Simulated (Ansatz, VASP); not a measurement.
## One calculation of Rh, two programs

```
Rh
1.0
     2.81291    0.00000    0.00000
    -1.40645    2.43605    0.00000
     0.00000    0.00000    4.56134
Rh
2
Direct
  0.66667 0.33333 0.75000
  0.33333 0.66667 0.25000
```

Change from the starting cell: strain +0.030 along x and y, +0.030 along z, atoms carried along.

Alike in both runs: task single point; functional PBEsol; k mesh 18 × 18 × 12; occupations gaussian, width 0.15 eV; no spin polarisation.

|  | VASP | Ansatz |
| --- | --- | --- |
| version | VASP 6.6.1 | Ansatz 0.2.0 |
| potentials or method | VASP PAW PBE potentials, release 64 (Rh_pv), cutoff 520 eV | scalar-relativistic, plane waves, PAW |
| valence electrons in the cell | 30 | 34 |

```csv
,VASP,Ansatz,Ansatz less VASP
gap on the k mesh at the Fermi level (eV),none,none,-
pressure (GPa),-28.8,-28.8,-0.01
"traceless stress, the component that is largest in VASP (GPa)",-1.13,-1.13,-0.003
```

VASP's potentials were made for PBE, not for PBEsol. A gap of «none» marks a metal or a gap that the smearing closes. Both programs put the cell under strong tension, so it lies far from rest at this level. With one functional, cell and mesh, what is left measures potentials, basis and numerics. VASP's potentials hold 30 valence electrons a cell and Ansatz's 34, so a difference there can come from the potentials and not from the codes.
